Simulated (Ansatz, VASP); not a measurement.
## Be3CdTe4: VASP beside Ansatz

```
CELL_PARAMETERS angstrom
5.91961 -0.00042 0.00118
-0.00044 5.91932 -0.00009
-2.95832 -2.95955 5.85131
ATOMIC_POSITIONS crystal
Be 0.49999 0.49993 0.99998
Be 0.25004 0.75014 0.49997
Be 0.75000 0.25022 0.50003
Cd 0.99996 0.99982 0.00002
Te 0.41005 0.41012 0.27002
Te 0.14009 0.58983 0.72985
Te 0.85994 0.85996 0.27020
Te 0.58994 0.13998 0.72993
```

Change from the starting cell: cell x1, atoms moved at random (sigma 0.05 Å) and cell strained at random (1.5 %), then relaxed without symmetry.

Alike in both runs: functional PBE; k mesh 4 × 4 × 4; occupations gaussian, width 0.1 eV; no spin polarisation.

Ansatz relaxed the structure, and its values are those at the end. VASP's run is a single point on that final structure, the one shown.

|  | VASP | Ansatz |
| --- | --- | --- |
| version | VASP 6.6.1 | Ansatz 0.2.0 |
| potentials or method | VASP PAW PBE potentials, release 64 (Be, Cd, Te), cutoff 520 eV | scalar-relativistic, plane waves, PAW |
| valence electrons in the cell | 42 | 90 |

```tsv
	VASP	Ansatz	Ansatz less VASP
gap on the k mesh at the Fermi level (eV)	2.05	2.06	+0.012
least direct gap on the mesh (eV)	2.12	2.13	+0.011
pressure (GPa)	0.1	0.0	-0.12
rms of the force components (eV/Å)	0.002	0.003	+0.0009
```

VASP's potentials hold 42 valence electrons a cell and Ansatz's 90, so a difference there can come from the potentials and not from the codes.

Neither program's run includes spin-orbit coupling.
